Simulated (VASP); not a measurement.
The system is SrCl2.

```
Sr Cl
1.0
     0.00000    3.49772    3.49772
     3.49772    0.00000    3.49772
     3.49772    3.49772    0.00000
Sr Cl
1 2
Direct
  0.00000 0.00000 0.00000
  0.25000 0.25000 0.25000
  0.75000 0.75000 0.75000
```

Base run:

- Program: VASP 6.6.1
- Functional: r2SCAN
- Potentials or basis: VASP PAW PBE potentials, release 64 (Sr_sv, Cl)
- Cutoff: 520 eV
- k mesh: 4 × 4 × 4
- Occupations: gaussian, width 0.01 eV
- Spin: no spin polarisation

Its results: band gap on the k mesh 5.94 eV (least direct gap 5.99 eV); pressure 0.0 GPa.

Question: After a change of settings the same cell gave: band gap on the k mesh 6.58 eV (least direct gap 6.82 eV); pressure 0.3 GPa. Which change was it?
A. functional from r2SCAN to PBE-based screened hybrid with 50 % exact exchange; further incar settings from ALGO = Normal; EDIFF = 1e-06; NBANDS = 19 to ALGO = Normal; EDIFF = 1e-07; NBANDS = 19
B. functional from r2SCAN to HSE06; further incar settings from ALGO = Normal; EDIFF = 1e-06; NBANDS = 19 to ALGO = Normal; EDIFF = 1e-07; NBANDS = 19
C. functional from r2SCAN to PBE-based screened hybrid with 5 % exact exchange
D. occupations from gaussian, width 0.01 eV to gaussian, width 0.2 eV

Answer: B.

Caveats: the PAW data sets were made with another functional, which shifts forces and pressure a little.
